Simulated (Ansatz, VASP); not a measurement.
One calculation of BN, two programs

```
B N
1.0
     2.47784    0.00217   -0.23068
    -1.22984    2.15109    0.23070
    -0.92413   -0.90269    3.27958
B N
1 1
Direct
  0.99114 0.99145 0.99398
  0.65701 0.32443 0.99283
```

Alike in both runs: task relaxation of cell and atoms; functional LDA; k mesh 12 × 12 × 12; no spin polarisation.

|  | VASP | Ansatz |
| --- | --- | --- |
| version | VASP 6.6.1 | Ansatz 0.2.0 |
| potentials or method | VASP PAW LDA potentials, release 64 (B, N), cutoff 600 eV | scalar-relativistic, plane waves, PAW |
| occupations | gaussian, width 0.01 eV | fixed |
| valence electrons in the cell | 8 | 8 |

```tsv
	VASP	Ansatz	Ansatz less VASP
gap on the k mesh at the Fermi level, each at its own relaxed structure (eV)	3.98	4.03	+0.058
relaxed volume (Å³/atom)	8.59	8.64	+0.055
relaxed cell length with the largest relative difference (Å)	3.506	3.529	+0.0227
```

LDA's correlation is that of Perdew and Zunger in VASP and of Perdew and Wang (1992) in Ansatz. Ansatz's warnings: structure snapped to symmetry.
